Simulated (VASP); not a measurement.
Mn3Si:

```
Mn Si
1.0
     0.00000    2.65592    2.65592
     2.65592    0.00000    2.65592
     2.65592    2.65592    0.00000
Mn Si
3 1
Direct
  0.50000 0.50000 0.50000
  0.25000 0.25000 0.25000
  0.75000 0.75000 0.75000
  0.00000 0.00000 0.00000
```

Base run:

| Item | Value |
| --- | --- |
| Program | VASP 6.6.1 |
| Functional | LDA |
| Potentials or basis | VASP PAW LDA potentials, release 64 (Mn_pv, Si) |
| Cutoff | 520 eV |
| k mesh | 10 × 10 × 10 |
| Occupations | fermi-dirac, width 0.05 eV |
| Spin | no spin polarisation |

Its results: pressure 32.4 GPa.

Q: The run is repeated on the same cell with these changes: spin from no spin polarisation to collinear spin, ferromagnetic start; further incar settings from ALGO = Normal; EDIFF = 1e-07; NBANDS = 30 to ALGO = Normal; EDIFF = 1e-06; NBANDS = 34. What comes out?

A: Pressure 34.7 GPa; net moment 1.20 μB per cell; site moments Mn +1.08, +0.04 (each value once); Si +0.01 μB.

Caveats: the cell stands under pressure.
